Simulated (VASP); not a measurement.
Write the native input for VASP 6.6.1 that does the following.

| Quantity | Value |
| --- | --- |
| Task | single point |
| Functional | PBE |
| Potentials or basis | VASP PAW PBE potentials, release 64 (Ge_d) |
| Cutoff | 520 eV |
| k mesh | 6 × 6 × 4 |
| Occupations | gaussian, width 0.1 eV |
| Spin | no spin polarisation |
| Dipole correction | no |
| Further INCAR settings | ALGO = Normal; EDIFF = 1e-06; NBANDS = 21 |

The structure of Ge lies in POSCAR:

```
Ge
1.0
    1.9406375700     -2.0741877000      0.0000000000
    1.9406375700      2.0741877000      0.0000000000
    0.0000000000      0.0000000000      5.9921249000
Ge
2
Direct
    0.5000000000      0.5000000000      0.8104224500
    0.5000000000      0.5000000000      0.1895775500
```

The cell was built from a structure type or drawn by symmetry, and may not be a known phase.

The input as run:

INCAR

```
ALGO = Normal ; EDIFF = 1E-6
ENCUT = 520 ; GGA = PE
ISIF = 2 ; ISMEAR = 0
LASPH = True ; LCHARG = False
LREAL = False ; LWAVE = False
NBANDS = 21 ; NELM = 80
PREC = Accurate ; SIGMA = 0.1
```

KPOINTS

```
k-points
0
Gamma
  6 6 4
```

Potentials or basis: VASP PAW PBE potentials, release 64 (Ge_d).

Run with:

```console
$ cat potpaw_PBE.64/Ge_d/POTCAR > POTCAR
$ mpirun -np 1 vasp_std > vasp.out
```

Results of the run:

The pressure is 1.8 GPa and the largest force is 2.378 eV/Å. The band gap on the k mesh is zero (bands 14 and 15 overlap by 6.48 eV).

Caveat: the k points lie up to 0.37 Å⁻¹ apart, too coarse for converged energies and pressures of a metal; forces of over 1 eV/Å act on the atoms, so gaps and moduli don't describe the material at rest.

It took 29 s on 1 thread of Intel(R) Xeon(R) Platinum 8488C (Sapphire Rapids), on a shared host, peak memory 0.18 GiB.
